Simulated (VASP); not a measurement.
# Ba3Hg (I4/mmm) in VASP: relaxation of cell and atoms with PBE

Aim: the relaxation of cell and atoms of Ba3Hg with PBE.

Program: VASP 6.6.1. These are calculated values, not measurements. Logs are shortened: lines on timing, memory, paths and dates and some standing lists are left out, and cuts for length are marked.

### 1 The cell of the first run

Symmetry: I4/mmm, No. 139, tetragonal system. The conventional cell has a = 4.988 Å, b = 4.988 Å, c = 11.143 Å, α = 90.00°, β = 90.00°, γ = 90.00°. Ba (site symmetry 4/mmm) has 4 Hg at 3.53 Å and 8 Ba at 3.74 Å within 4.6 Å. Within 4.6 Å of Ba (site symmetry -4m2) lie 8 Ba at 3.53 to 3.74 Å and 4 Hg at 3.74 Å. Hg (site symmetry 4/mmm) has 12 Ba at 3.53 to 3.74 Å within 4.6 Å.

### 2 Relaxation of cell and atoms, PBE

File INCAR:

```
SYSTEM = Ba3Hg
PREC = Accurate ; ENCUT = 600
EDIFF = 1E-6 ; ISMEAR = 0
SIGMA = 0.1 ; LREAL = .False.
LASPH = .True. ; NELM = 60
ALGO = Fast ; ISIF = 3
LWAVE = .False. ; LCHARG = .False.
GGA = PE ; IBRION = 2
NSW = 90 ; EDIFFG = -0.04
```

File KPOINTS:

```
Automatic mesh
0
Gamma
  6 6 6
  0 0 0
```

File POSCAR:

```
Ba3Hg
1.0
   -2.4941777769      2.4941777769      5.5714100989
    2.4941777769     -2.4941777769      5.5714100989
    2.4941777769      2.4941777769     -5.5714100989
Ba Hg
3 1
Direct
    0.5000000000      0.5000000000      0.0000000000
    0.2500000000      0.7500000000      0.5000000000
    0.7500000000      0.2500000000      0.5000000000
    0.0000000000      0.0000000000      0.0000000000
```

Potentials or basis: VASP PAW PBE potentials, release 64 (Ba_sv, Hg).

Command:

```
$ cat potpaw_PBE.64/Ba_sv/POTCAR potpaw_PBE.64/Hg/POTCAR > POTCAR
$ mpirun -np 1 vasp_std > vasp.out
```

OUTCAR:

```text
SYSTEM = Ba3Hg
   PREC = Accurate
   ENCUT = 600
   EDIFF = 1E-6
   ISMEAR = 0
   LREAL = .False.
   LASPH = .True.
   NELM = 60
   ISIF = 3
   GGA = PE
   IBRION = 2
   NSW = 90
   EDIFFG = -0.04

 ion  position               nearest neighbor table
   1  0.500  0.500  0.000-   4 3.53   4 3.53   4 3.53   4 3.53   3 3.74   2 3.74   3 3.74   3 3.74
                             2 3.74   2 3.74   3 3.74   2 3.74
   2  0.250  0.750  0.500-   3 3.53   3 3.53   3 3.53   3 3.53   4 3.74   1 3.74   4 3.74   1 3.74
                             4 3.74   4 3.74   1 3.74   1 3.74
   3  0.750  0.250  0.500-   2 3.53   2 3.53   2 3.53   2 3.53   4 3.74   1 3.74   4 3.74   4 3.74
                             1 3.74   1 3.74   4 3.74   1 3.74
   4  0.000  0.000  0.000-   1 3.53   1 3.53   1 3.53   1 3.53   3 3.74   2 3.74   3 3.74   2 3.74
                             3 3.74   3 3.74   2 3.74   2 3.74

  LATTYP: Found a body centered tetragonal cell.
 ALAT       =     4.9883555538
 C/A-ratio  =     2.2337662337

  Lattice vectors:

 A1 = (  -2.4941777769,   2.4941777769,   5.5714100989)
 A2 = (   2.4941777769,  -2.4941777769,   5.5714100989)
 A3 = (   2.4941777769,   2.4941777769,  -5.5714100989)

Analysis of symmetry for initial positions (statically):
=====================================================================
 Subroutine PRICEL returns:
 Original cell was already a primitive cell.

 Routine SETGRP: Setting up the symmetry group for a
 body centered tetragonal supercell.

 Subroutine GETGRP returns: Found 16 space group operations
 (whereof 16 operations were pure point group operations)
 out of a pool of 16 trial point group operations.

The static configuration has the point symmetry D_4h.

Analysis of symmetry for dynamics (positions and initial velocities):
=====================================================================
 Subroutine PRICEL returns:
 Original cell was already a primitive cell.

 Routine SETGRP: Setting up the symmetry group for a
 body centered tetragonal supercell.

 Subroutine GETGRP returns: Found 16 space group operations
 (whereof 16 operations were pure point group operations)
 out of a pool of 16 trial point group operations.

The dynamic configuration has the point symmetry D_4h.

 Subroutine INISYM returns: Found 16 space group operations
 (whereof 16 operations are pure point group operations),
 and found     1 'primitive' translations

----------------------------------------------------------------------------------------

                                     Primitive cell

  volume of cell :     138.6372

  direct lattice vectors                    reciprocal lattice vectors
    -2.494177777  2.494177777  5.571410099     0.000000000  0.200466865  0.089743887
     2.494177777 -2.494177777  5.571410099     0.200466865  0.000000000  0.089743887
     2.494177777  2.494177777 -5.571410099     0.200466865  0.200466865  0.000000000

  length of vectors
     6.594122842  6.594122842  6.594122842     0.219638178  0.219638178  0.283502959

  position of ions in fractional coordinates (direct lattice)
     0.500000000  0.500000000  0.000000000
     0.250000000  0.750000000  0.500000000
     0.750000000  0.250000000  0.500000000
     0.000000000  0.000000000  0.000000000

  ion indices of the primitive-cell ions
   primitive index   ion index
                 1           1
                 2           2
                 3           3
                 4           4

----------------------------------------------------------------------------------------

 KPOINTS: Automatic mesh

Automatic generation of k-mesh.
 Grid dimensions read from file:
 generate k-points for:    6    6    6

 Generating k-lattice:

  Cartesian coordinates                     Fractional coordinates (reciprocal lattice)
     0.000000000  0.033411144  0.014957315     0.166666667  0.000000000  0.000000000
     0.033411144  0.000000000  0.014957315     0.000000000  0.166666667  0.000000000
     0.033411144  0.033411144  0.000000000     0.000000000  0.000000000  0.166666667

  Length of vectors
     0.036606363  0.036606363  0.047250493

  Shift w.r.t. Gamma in fractional coordinates (k-lattice)
     0.000000000  0.000000000  0.000000000

 Subroutine IBZKPT returns following result:
 ===========================================

 Found     30 irreducible k-points:

 Following reciprocal coordinates:
            Coordinates               Weight
  0.000000  0.000000  0.000000      1.000000
  0.166667 -0.000000  0.000000      8.000000
  0.333333 -0.000000  0.000000      8.000000
  0.500000 -0.000000  0.000000      4.000000
  0.166667  0.166667  0.000000      8.000000
  0.333333  0.166667  0.000000     16.000000
[... 16 lines left out ...]
 -0.333333 -0.333333  0.166667      8.000000
 -0.166667 -0.333333  0.166667      8.000000
 [... further k-points ...]
   k-points           NKPTS =     30   k-points in BZ     NKDIM =     30   number of bands    NBANDS=     25
   number of dos      NEDOS =    301   number of ions     NIONS =      4
   total plane-waves  NPLWV = 157464
   dimension x,y,z NGX =    54 NGY =   54 NGZ =   54
   dimension x,y,z NGXF=   108 NGYF=  108 NGZF=  108
   ions per type =               3   1
   NGX,Y,Z   is equivalent  to a cutoff of  13.61, 13.61, 13.61 a.u.
   NGXF,Y,Z  is equivalent  to a cutoff of  27.23, 27.23, 27.23 a.u.
 SYSTEM =  Ba3Hg
   PREC   = accura    normal or accurate (medium, high low for compatibility)
   ISTART =      0    job   : 0-new  1-cont  2-samecut
   ICHARG =      2    charge: 1-file 2-atom 10-const
   ISPIN  =      1    spin polarized calculation?
   LNONCOLLINEAR =      F non collinear calculations
   LSORBIT =      F    spin-orbit coupling
   LASPH  =      T    aspherical Exc in radial PAW
   ENCUT  =  600.0 eV  44.10 Ry    6.64 a.u.  13.17 13.17 13.17*2*pi/ulx,y,z
   NELM   =     60;   NELMIN=  2; NELMDL= -5     # of ELM steps
   EDIFF  = 0.1E-05   stopping-criterion for ELM
   LREAL  =      F    real-space projection
   EDIFFG = -.4E-01   stopping-criterion for IOM
   NSW    =     90    number of steps for IOM
   IBRION =      2    ionic relax: 0-MD 1-quasi-New 2-CG
   NFREE  =      1    steps in history (QN), initial steepest desc. (CG)
   ISIF   =      3    stress and relaxation
   ISYM   =      2    0-nonsym 1-usesym 2-fastsym
   POTIM  = 0.5000    time-step for ionic-motion
   TEBEG  =    0.0;   TEEND  =   0.0 temperature during run
   PSTRESS=    0.0 pullay stress
   NELECT =      42.0000    total number of electrons
   NUPDOWN=      -1.0000    fix difference up-down
   EMIN   =  10.00;   EMAX   =-10.00  energy-range for DOS
   EFERMI =   0.00;   METHOD = LEGACY
   ISMEAR =     0;   SIGMA  =   0.10  broadening in eV -4-tet -1-fermi 0-gaus
   EFERMI_NEDOS =   21; number of points for ismear=-14 and -15
   IALGO  =     68    algorithm
   IMIX   =      4    mixing-type and parameters
     AMIX     =   0.40;   BMIX     =  1.00
     AMIX_MAG =   1.60;   BMIX_MAG =  1.00
  volume/ion in A,a.u.               =      34.66       233.89
  Fermi-wavevector in a.u.,A,eV,Ry     =   1.099507  2.077767 16.448292  1.208915
  Thomas-Fermi vector in A             =   2.235903
   LORBIT       =      0    0 simple, 1 ext, 2 COOP (PROOUT), +10 PAW based schemes
   GGA     = PE    functional components
   LHFCALC =     F    Hartree Fock is set to
   AEXX    =    0.0000 exact exchange contribution
   IVDW    =     0    specifies the selected vdW correction
   LEPSILON=     F    determine dielectric tensor
   LRPA    =     F    only Hartree local field effects (RPA)
 conjugate gradient relaxation of ions
 non-spin polarized calculation
 RMM-DIIS sequential band-by-band and
 Gauss-broadening in eV      SIGMA  =   0.10
  energy-cutoff  :      600.00
  volume of cell :      138.64
 maximum number of plane-waves:      4652
 NGX is ok and might be reduce to    54
   NGX = 27   NGY = 27   NGZ = 27

--------------------------------------- Ionic step        1  -------------------------------------------

 number of electron      42.0000000 magnetization

 Free energy of the ion-electron system (eV)
  ---------------------------------------------------
  ext. energy  EPLUGINS =         0.00000000
  ---------------------------------------------------
  free energy    TOTEN  =        -5.47765005 eV

  energy without entropy =       -5.44782346  energy(sigma->0) =       -5.46273676

 E-fermi :   3.6109     XC(G=0):  -9.4617

 val. band max:        3.5997627693   @ k =  -0.1667  -0.3333   0.1667
 cond. band min:       3.6137099270   @ k =   0.5000   0.5000   0.5000
 fundamental gap:      0.0139471577
 Fermi energy:         3.6108983092

 k-point     1 :       0.0000    0.0000    0.0000
  band No.  band energies     occupation
      1     -25.0074      2.00000
      2     -24.5587      2.00000
      3     -24.5322      2.00000
      4     -10.9162      2.00000
      5     -10.7981      2.00000
      6     -10.7981      2.00000
[... 661 lines left out ...]
     24       3.9633      0.00000
     25       5.0470      0.00000

 [... further k-points ...]

------------------------ aborting loop because EDIFF is reached ----------------------------------------

  FORCE on cell =-STRESS in cart. coord.  units (eV):
  Direction    XX          YY          ZZ          XY          YZ          ZX
  --------------------------------------------------------------------------------------
  -------------------------------------------------------------------------------------
  Total        5.4523397      5.4523397      4.4391665      0.0000000     -0.0000000      0.0000000
  in kB       63.0105924     63.0105924     51.3017388      0.0000000     -0.0000000      0.0000000
  external PRESSURE =      59.1076412 kB  Pullay stress =       0.0000000 kB
[... 213 lines left out ...]
  energy  without entropy=       -6.1326691401  energy(sigma->0) =       -6.15193514

--------------------------------------- Ionic step        7  -------------------------------------------

 number of electron      41.9999999 magnetization

 Free energy of the ion-electron system (eV)
  ---------------------------------------------------
  ext. energy  EPLUGINS =         0.00000000
  ---------------------------------------------------
  free energy    TOTEN  =        -6.17482039 eV

  energy without entropy =       -6.13886507  energy(sigma->0) =       -6.15684273

 E-fermi :   2.2154     XC(G=0):  -8.2150

 val. band max:        2.1756838073   @ k =   0.3333  -0.0000   0.0000
 cond. band min:       2.2188939527   @ k =   0.3333   0.1667   0.0000
 fundamental gap:      0.0432101455
 Fermi energy:         2.2153845029

 k-point     1 :       0.0000    0.0000    0.0000
  band No.  band energies     occupation
      1     -26.6548      2.00000
      2     -26.5082      2.00000
      3     -26.5036      2.00000
      4     -12.1522      2.00000
      5     -12.1343      2.00000
      6     -12.1343      2.00000
[... 661 lines left out ...]
     24       2.5959      0.00000
     25       3.2276      0.00000

 [... further k-points ...]

------------------------ aborting loop because EDIFF is reached ----------------------------------------

  FORCE on cell =-STRESS in cart. coord.  units (eV):
  Direction    XX          YY          ZZ          XY          YZ          ZX
  --------------------------------------------------------------------------------------
  -------------------------------------------------------------------------------------
  Total       -0.0893910     -0.0893910      0.1041784      0.0000000      0.0000000      0.0000000
  in kB       -0.7566559     -0.7566559      0.8818251      0.0000000      0.0000000      0.0000000
  external PRESSURE =      -0.2104956 kB  Pullay stress =       0.0000000 kB
[... 19 lines left out ...]
  FREE ENERGIE OF THE ION-ELECTRON SYSTEM (eV)
  ---------------------------------------------------
  free  energy   TOTEN  =        -6.1748203935 eV

  energy  without entropy=       -6.1388650651  energy(sigma->0) =       -6.15684273

 reached required accuracy - stopping structural energy minimisation
```

It took 25 min on 1 thread of Intel Xeon Platinum 8259CL at 2.50GHz (Skylake/Cascade Lake), shared host; peak memory 0.48 GiB.

Results:

| Item | Value |
| --- | --- |
| Free energy | -6.1748 eV |
| Relaxed volume | 47.32 Å³/atom |
| Relaxed cell | a = 7.328 Å, b = 7.328 Å, c = 7.328 Å, α = 135.71°, β = 135.71°, γ = 64.43° |
| Space group after relaxing (to 0.1 Å) | I4/mmm (No. 139) |
| Energy gained by relaxing | 174.3 meV/atom |
| Ionic steps | 7 |
| Pressure after relaxing | 0.0 GPa |
| Band gap on the k mesh | zero (bands 21 and 22 overlap by 0.35 eV) |

The path:
```
step  energy change (eV)  largest force (eV/Å)  pressure (GPa)  volume (Å³)
   1              0.0000                0.0000            5.91       138.64
   2             -0.5887                0.0000            1.63       165.90
   3             -0.6801                0.0000            0.49       180.28
   4             -0.6917                0.0000            0.07       187.38
   5             -0.6919                0.0000            0.01       188.45
   6             -0.6936                0.0000            0.00       188.67
   7             -0.6972                0.0000           -0.02       189.28
```

Final structure:
```xyz
4
Lattice="-2.7626 2.7626 6.2001 2.7626 -2.7626 6.2001 2.7626 2.7626 -6.2001" Properties=species:S:1:pos:R:3 pbc="T T T"
Ba    0.0000    0.0000    6.2001
Ba    2.7626    0.0000    3.1000
Ba    0.0000    2.7626    3.1000
Hg    0.0000    0.0000    0.0000
```

Caveat: the volume moved by over 15 % at a fixed basis, so the end points are rough; spin-orbit coupling is left out, which moves the levels of the heavy elements.
